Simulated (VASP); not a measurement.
Here is a VASP 6.6.1 calculation.

Contents of INCAR:

```
SYSTEM = CsNiN
PREC     = Accurate       ! precision mode
ENCUT    = 520            ! plane-wave cutoff, eV
EDIFF    = 1E-6           ! SCF threshold, eV
ISMEAR   = -1             ! smearing method
SIGMA    = 0.05           ! smearing width, eV
LREAL    = .FALSE.        ! projectors in reciprocal space
LASPH    = .TRUE.         ! aspherical terms in the spheres
NELM     = 150            ! most SCF steps
ALGO     = Normal         ! electronic algorithm
ISIF     = 2              ! what is computed and relaxed
LWAVE    = .FALSE.        ! write WAVECAR
LCHARG   = .FALSE.        ! write CHGCAR
ISPIN    = 2              ! spin polarisation
MAGMOM   = 0 1 0          ! initial moments
LORBIT   = 11             ! projections on sites
LMAXMIX  = 4              ! l up to which the mixer works
GGA      = PE             ! functional
NBANDS   = 23             ! bands
```

File KPOINTS:

```
Automatic mesh
0
G
  6 6 8
  0 0 0
```

Contents of POSCAR:

```
CsNiN
1.0
    5.4239349356      0.0000000000      0.0000000000
   -2.7119674679      4.6972654427      0.0000000000
    0.0000000000      0.0000000000      3.3762973187
Cs Ni N
1 1 1
Direct
    0.6666666667      0.3333333333      0.5000000000
    0.3333333333      0.6666666667      0.0000000000
    0.3333333333      0.6666666667      0.5000000000
```

Potentials or basis: VASP PAW PBE potentials, release 64 (Cs_sv, Ni, N).

Run with:

```console
$ cat potpaw_PBE.64/Cs_sv/POTCAR potpaw_PBE.64/Ni/POTCAR potpaw_PBE.64/N/POTCAR > POTCAR
$ mpirun -np 1 vasp_std > vasp.out
```

Q: What does it give for the pressure?

A: 3.2 GPa.

Q: Estimate the net moment.

A: 0.35 μB per cell.

Q: Estimate the site moments.

A: Cs +0.01; Ni +0.20; N +0.08 μB.

Stress tensor (GPa, compression positive):
```
1.12 0.00 0.00
0.00 1.12 0.00
0.00 0.00 7.40
```
